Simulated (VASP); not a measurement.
# SiC (F-43m) in VASP: a series of runs

Runs on SiC. Level: r2SCAN+D4. Tasks: single point.

Everything below comes from runs of VASP 6.6.1. Logs are shortened: lines on timing, memory, paths and dates and some standing lists are left out, and cuts for length are marked.

### 1 The cell of the first run

Symmetry: F-43m, No. 216, cubic system. Conventional cell: a = 4.317 Å, b = 4.317 Å, c = 4.317 Å, α = 90.00°, β = 90.00°, γ = 90.00°. Within 2.5 Å of Si (site symmetry -43m) lie 4 C at 1.87 Å. C (site symmetry -43m) has 4 Si at 1.87 Å within 2.5 Å.

### 2 Single point, r2SCAN+D4 (volume scaled by 0.98)

POSCAR

```
SiC
1.0
    0.0000000000      2.1587467584      2.1587467584
    2.1587467584      0.0000000000      2.1587467584
    2.1587467584      2.1587467584      0.0000000000
Si C
1 1
Direct
    0.0000000000      0.0000000000      0.0000000000
    0.7500000000      0.7500000000      0.7500000000
```

INCAR.step1

```
SYSTEM = SiC
ALGO = Normal
EDIFF = 1E-4
ENCUT = 520
GGA = PE
ISMEAR = 0
LASPH = .TRUE.
LCHARG = .FALSE.
LREAL = .FALSE.
LWAVE = .TRUE.
NBANDS = 11
NELM = 80
PREC = Accurate
SIGMA = 0.05
```

INCAR.step2

```
SYSTEM = SiC
ALGO = Normal
EDIFF = 1E-7
ENCUT = 520
ISIF = 2
ISMEAR = 0
ISTART = 1
IVDW = 13
LASPH = .TRUE.
LCHARG = .FALSE.
LMIXTAU = .TRUE.
LREAL = .FALSE.
LWAVE = .FALSE.
METAGGA = R2SCAN
NBANDS = 11
NELM = 80
PREC = Accurate
SIGMA = 0.05
VDW_A1 = 0.51559235
VDW_A2 = 5.77342911
VDW_S6 = 1.0
VDW_S8 = 0.6018749
```

KPOINTS

```
k-points
0
G
  10 10 10
  0 0 0
```

Potentials or basis: VASP PAW PBE potentials, release 64 (Si, C).

Started as:

```bash
cat potpaw_PBE.64/Si/POTCAR potpaw_PBE.64/C/POTCAR > POTCAR
cp INCAR.step1 INCAR
mpirun -np 1 vasp_std > vasp.out
cp INCAR.step2 INCAR
mpirun -np 1 vasp_std > vasp.out
```

OUTCAR:

```text
SYSTEM = SiC
   EDIFF = 1E-7
   ENCUT = 520
   ISIF = 2
   ISMEAR = 0
   ISTART = 1
   IVDW = 13
   LASPH = .TRUE.
   LREAL = .FALSE.
   METAGGA = R2SCAN
   NELM = 80
   PREC = Accurate

 ion  position               nearest neighbor table
   1  0.000  0.000  0.000-   2 1.87   2 1.87   2 1.87   2 1.87
   2  0.750  0.750  0.750-   1 1.87   1 1.87   1 1.87   1 1.87

  LATTYP: Found a face centered cubic cell.
 ALAT       =     4.3174935168

  Lattice vectors:

 A1 = (   0.0000000000,   2.1587467584,   2.1587467584)
 A2 = (   2.1587467584,   0.0000000000,   2.1587467584)
 A3 = (   2.1587467584,   2.1587467584,   0.0000000000)

Analysis of symmetry for initial positions (statically):
=====================================================================
 Subroutine PRICEL returns:
 Original cell was already a primitive cell.

 Routine SETGRP: Setting up the symmetry group for a
 face centered cubic supercell.

 Subroutine GETGRP returns: Found 24 space group operations
 (whereof 24 operations were pure point group operations)
 out of a pool of 48 trial point group operations.

The static configuration has the point symmetry T_d .

Analysis of symmetry for dynamics (positions and initial velocities):
=====================================================================
 Subroutine PRICEL returns:
 Original cell was already a primitive cell.

 Routine SETGRP: Setting up the symmetry group for a
 face centered cubic supercell.

 Subroutine GETGRP returns: Found 24 space group operations
 (whereof 24 operations were pure point group operations)
 out of a pool of 48 trial point group operations.

The dynamic configuration has the point symmetry T_d .

 Subroutine INISYM returns: Found 24 space group operations
 (whereof 24 operations are pure point group operations),
 and found     1 'primitive' translations

----------------------------------------------------------------------------------------

                                     Primitive cell

  volume of cell :      20.1203

  direct lattice vectors                    reciprocal lattice vectors
     0.000000000  2.158746758  2.158746758    -0.231615866  0.231615866  0.231615866
     2.158746758  0.000000000  2.158746758     0.231615866 -0.231615866  0.231615866
     2.158746758  2.158746758  0.000000000     0.231615866  0.231615866 -0.231615866

  length of vectors
     3.052928943  3.052928943  3.052928943     0.401170448  0.401170448  0.401170448

  position of ions in fractional coordinates (direct lattice)
     0.000000000  0.000000000  0.000000000
[... 88 lines left out ...]
   PSTRESS=    0.0 pullay stress
   NELECT =       8.0000    total number of electrons
   NUPDOWN=      -1.0000    fix difference up-down
   EMIN   =  10.00;   EMAX   =-10.00  energy-range for DOS
   EFERMI =   0.00;   METHOD = LEGACY
   ISMEAR =     0;   SIGMA  =   0.05  broadening in eV -4-tet -1-fermi 0-gaus
   EFERMI_NEDOS =   21; number of points for ismear=-14 and -15
   IALGO  =     38    algorithm
   IMIX   =      4    mixing-type and parameters
     AMIX     =   0.40;   BMIX     =  1.00
     AMIX_MAG =   1.60;   BMIX_MAG =  1.00
  volume/ion in A,a.u.               =      10.06        67.89
  Fermi-wavevector in a.u.,A,eV,Ry     =   1.203815  2.274881 19.717167  1.449171
  Thomas-Fermi vector in A             =   2.339558
   LORBIT       =      0    0 simple, 1 ext, 2 COOP (PROOUT), +10 PAW based schemes
   METAGGA = R2SCAN    functional components
   LHFCALC =     F    Hartree Fock is set to
   AEXX    =    0.0000 exact exchange contribution
   IVDW    =    13    specifies the selected vdW correction
   LEPSILON=     F    determine dielectric tensor
   LRPA    =     F    only Hartree local field effects (RPA)
 non-spin polarized calculation
 Gauss-broadening in eV      SIGMA  =   0.05
  energy-cutoff  :      520.00
  volume of cell :       20.12
 maximum number of plane-waves:       552
   NGX = 11   NGY = 11   NGZ = 11

 number of electron       8.0000000 magnetization

 Free energy of the ion-electron system (eV)
  ---------------------------------------------------
  ext. energy  EPLUGINS =         0.00000000
  ---------------------------------------------------
  free energy    TOTEN  =       -19.31668289 eV

  energy without entropy =      -19.31668289  energy(sigma->0) =      -19.31668289

 E-fermi :   8.5583     XC(G=0): -12.0605

 val. band max:        8.2978932528   @ k =   0.0000   0.0000   0.0000
 cond. band min:      10.0044656979   @ k =   0.5000   0.5000   0.0000
 fundamental gap:      1.7065724451
 Fermi energy:         8.5583360545

 k-point     1 :       0.0000    0.0000    0.0000
  band No.  band energies     occupation
      1      -8.1063      2.00000
      2       8.2979      2.00000
      3       8.2979      2.00000
      4       8.2979      2.00000
      5      15.4858      0.00000
      6      16.3590      0.00000
      7      16.3590      0.00000
      8      16.3590      0.00000
      9      23.6808      0.00000
     10      23.6808      0.00000
     11      26.5275      0.00000
[... 309 lines left out ...]
 k-point    24 :       0.4000    0.3000    0.0000
  band No.  band energies     occupation
      1      -4.7952      2.00000
      2       2.4290      2.00000
      3       4.9712      2.00000
      4       5.5084      2.00000
      5      11.6252      0.00000
      6      14.5882      0.00000
      7      21.1219      0.00000
      8      21.3851      0.00000
      9      23.5007      0.00000
     10      27.6613      0.00000
     11      31.2437      0.00000

 [... further k-points ...]

------------------------ aborting loop because EDIFF is reached ----------------------------------------

  DFT-D4 for vdW energy calculation

  Edisp (eV):   -0.25152

  FORCE on cell =-STRESS in cart. coord.  units (eV):
  Direction    XX          YY          ZZ          XY          YZ          ZX
  --------------------------------------------------------------------------------------
  -------------------------------------------------------------------------------------
  Total       0.58026     0.58026     0.58026    -0.00000    -0.00000    -0.00000
  in kB      46.20615    46.20615    46.20615    -0.00000    -0.00000    -0.00000
  external pressure =       46.21 kB  Pullay stress =        0.00 kB

 VOLUME and BASIS-vectors are now :
 -----------------------------------------------------------------------------
  energy-cutoff  :      520.00
  volume of cell :       20.12
      direct lattice vectors                 reciprocal lattice vectors
     0.000000000  2.158746758  2.158746758    -0.231615866  0.231615866  0.231615866
     2.158746758  0.000000000  2.158746758     0.231615866 -0.231615866  0.231615866
     2.158746758  2.158746758  0.000000000     0.231615866  0.231615866 -0.231615866

 POSITION                                       TOTAL-FORCE (eV/Angst)
 -----------------------------------------------------------------------------------
      0.00000      0.00000      0.00000        -0.000000     -0.000000     -0.000000
      3.23812      3.23812      3.23812         0.000000      0.000000      0.000000
 -----------------------------------------------------------------------------------
    total drift:                                0.000001      0.000001      0.000001

  FREE ENERGIE OF THE ION-ELECTRON SYSTEM (eV)
  ---------------------------------------------------
  free  energy   TOTEN  =       -19.5682038512 eV

  energy  without entropy=      -19.5682038512  energy(sigma->0) =      -19.56820385
```

Wall time 33 s (1 thread of Intel Xeon Platinum 8259CL at 2.50GHz (Skylake/Cascade Lake), shared host); peak memory 0.14 GiB.

What came out:

| Property | Result |
| --- | --- |
| Free energy | -19.5682 eV |
| Pressure | 4.6 GPa |
| Band gap on the k mesh | 1.71 eV, indirect (least direct gap 5.09 eV) |
| Dispersion energy per atom | -0.126 eV |

Levels at points of the mesh, in eV from the valence-band top:
```csv
k point,band 2,band 3,band 4,band 5,band 6,band 7
"(0.00, 0.00, 0.00)",0.00,0.00,0.00,7.19,8.06,8.06
"(0.50, 0.00, 0.00)",-8.97,-1.11,-1.11,6.27,7.88,7.88
"(0.50, 0.50, 0.00)",-8.14,-3.39,-3.39,1.71,4.93,15.48
```

Caveat: the PAW data sets were made with another functional, which shifts forces and pressure a little. A k mesh can miss the band edges.

### 3 Single point, r2SCAN+D4 (volume scaled by 1.02)

POSCAR

```
SiC
1.0
    0.0000000000      2.1877266830      2.1877266830
    2.1877266830      0.0000000000      2.1877266830
    2.1877266830      2.1877266830      0.0000000000
Si C
1 1
Direct
    0.0000000000      0.0000000000      0.0000000000
    0.7500000000      0.7500000000      0.7500000000
```

INCAR.step1

```
SYSTEM = SiC
  PREC = Accurate
  ENCUT = 520
  ISMEAR = 0
  SIGMA = 0.05
  LREAL = .FALSE.
  LASPH = .TRUE.
  NELM = 60
  NBANDS = 11
  GGA = PE
  ALGO = Normal
  EDIFF = 1E-4
  LWAVE = .TRUE.
  LCHARG = .FALSE.
```

INCAR.step2

```
SYSTEM = SiC
  PREC = Accurate
  ENCUT = 520
  EDIFF = 1E-6
  ISMEAR = 0
  SIGMA = 0.05
  LREAL = .FALSE.
  LASPH = .TRUE.
  NELM = 60
  ALGO = Normal
  ISIF = 2
  LWAVE = .FALSE.
  LCHARG = .FALSE.
  METAGGA = R2SCAN
  LMIXTAU = .TRUE.
  IVDW = 13
  VDW_S6 = 1.0
  VDW_S8 = 0.6018749
  VDW_A1 = 0.51559235
  VDW_A2 = 5.77342911
  NBANDS = 11
  ISTART = 1
```

KPOINTS

```
regular mesh
0
G
  10 10 10
  0 0 0
```

Potentials or basis: VASP PAW PBE potentials, release 64 (Si, C).

Started as:

```bash
cat potpaw_PBE.64/Si/POTCAR potpaw_PBE.64/C/POTCAR > POTCAR
cp INCAR.step1 INCAR
mpirun -np 1 vasp_std > vasp.out
cp INCAR.step2 INCAR
mpirun -np 1 vasp_std > vasp.out
```

It took 28 s on 1 thread of Intel Xeon Platinum 8259CL at 2.50GHz (Skylake/Cascade Lake), shared host; peak memory 0.14 GiB.

The run converged. Its results:

```
Free energy                : -19.5679 eV
Pressure                   : -4.5 GPa
Band gap on the k mesh     : 1.73 eV, indirect (least direct gap 5.04 eV)
Dispersion energy per atom : -0.122 eV
```

Levels at points of the mesh, in eV from the valence-band top:
```
           k point  band 1  band 2  band 3  band 4  band 5  band 6  band 7  band 8
(0.00, 0.00, 0.00)  -16.08    0.00    0.00    0.00    6.68    7.76    7.76    7.76
(0.50, 0.00, 0.00)  -12.50   -8.75   -1.10   -1.10    5.88    7.70    7.70   10.88
(0.50, 0.50, 0.00)  -11.05   -8.01   -3.31   -3.31    1.73    4.77   14.98   14.98
```

Caveat: the PAW data sets were made with another functional, which shifts forces and pressure a little.
